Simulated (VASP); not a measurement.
Input of a VASP 6.6.1 run:

File INCAR:

```
  PREC = Accurate
  ENCUT = 600
  EDIFF = 1E-6
  ISMEAR = 0
  SIGMA = 0.1
  LREAL = False
  LASPH = True
  NELM = 200
  ALGO = Normal
  ISIF = 2
  LWAVE = False
  LCHARG = False
  ISPIN = 2
  MAGMOM = 0 1.42 1.42 1.42 0
  LORBIT = 11
  LMAXMIX = 4
  GGA = PS
  NBANDS = 32
  GGA_COMPAT = False
```

Contents of KPOINTS:

```
Automatic mesh
0
Gamma
  10 10 10
```

Contents of POSCAR:

```
ZnFe3C
1.0
    3.7193523546      0.0000000000      0.0000000000
    0.0000000000      3.7193523546      0.0000000000
    0.0000000000      0.0000000000      3.7193523546
Zn Fe C
1 3 1
Direct
    0.0000000000      0.0000000000      0.0000000000
    0.5000000000      0.0000000000      0.5000000000
    0.0000000000      0.5000000000      0.5000000000
    0.5000000000      0.5000000000      0.0000000000
    0.5000000000      0.5000000000      0.5000000000
```

Potentials or basis: VASP PAW PBE potentials, release 64 (Zn, Fe, C).

The run is started by

```bash
$ cat potpaw_PBE.64/Zn/POTCAR potpaw_PBE.64/Fe/POTCAR potpaw_PBE.64/C/POTCAR > POTCAR
$ mpirun -np 1 vasp_std > vasp.out
```

Q: What does it give for the pressure?

A: 1.2 GPa.

Q: Estimate the net moment.

A: 4.04 μB per cell.

Q: Estimate the site moments.

A: Zn -0.06; Fe +1.41; C -0.11 μB.

Caveat: the PAW data sets were made with another functional, which shifts forces and pressure a little.
